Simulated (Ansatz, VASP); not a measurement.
## Rh: VASP beside Ansatz

File INCAR:

```
PREC = Accurate
ENCUT = 500
EDIFF = 1E-7
ISMEAR = -1
SIGMA = 0.15
LREAL = False
LASPH = True
NELM = 120
ALGO = Normal
ISIF = 3
LWAVE = False
LCHARG = False
IBRION = 2
NSW = 80
EDIFFG = -0.001
GGA_COMPAT = False
NELMIN = 4
```

KPOINTS

```
Automatic mesh
0
Gamma
  16 16 16
```

File POSCAR:

```
Rh
1.0
    0.0000000000      1.8770953254      1.8770953254
    1.8770953254      0.0000000000      1.8770953254
    1.8770953254      1.8770953254      0.0000000000
Rh
1
Direct
    0.0000000000      0.0000000000      0.0000000000
```

Input for Ansatz:

```yaml
crystal:
  lattice:
    - [0.0, 1.8770953254, 1.8770953254]
    - [1.8770953254, 0.0, 1.8770953254]
    - [1.8770953254, 1.8770953254, 0.0]
  atoms:
    - { symbol: Rh, position: [0.0, 0.0, 0.0] }
basis:
  ecutwfc: 420
kpoints:
  mp_grid: { grid: [16, 16, 16] }
hamiltonian:
  xc: lda
  pseudopotentials: { kind: paw, azcp: { folder: soft_1 } }
scf:
  occupations: { method: fermi_dirac, width: 0.15 }
output:
  forces: true
  stress: true
  eigenvalues: true
relax:
  adjacent_minimum: "off"
  f_tol: 0.001
  max_steps: 60
  cell: { stress_tol: 0.01 }
```

Alike in both runs: task relaxation of cell and atoms; functional LDA; k mesh 16 × 16 × 16; occupations fermi-dirac, width 0.15 eV; no spin polarisation.

```csv
,VASP,Ansatz
version,VASP 6.6.1,Ansatz 0.2.0
potentials or method,"VASP PAW LDA potentials, release 64 (Rh_pv), cutoff 500 eV","scalar-relativistic, plane waves, PAW"
valence electrons in the cell,15,17
```

|  | VASP | Ansatz | Ansatz less VASP |
| --- | --- | --- | --- |
| gap on the k mesh at the Fermi level, each at its own relaxed structure (eV) | none | none | - |
| relaxed volume (Å³/atom) | 13.30 | 13.27 | -0.038 |
| relaxed cell length with the largest relative difference (Å) | 2.660 | 2.657 | -0.0025 |

Ansatz warns that its potentials were made for another functional, while VASP's fit it. LDA's correlation is that of Perdew and Zunger in VASP and of Perdew and Wang (1992) in Ansatz. A gap of «none» marks a metal or a gap that the smearing closes. VASP's potentials hold 15 valence electrons a cell and Ansatz's 17, so a difference there can come from the potentials and not from the codes.
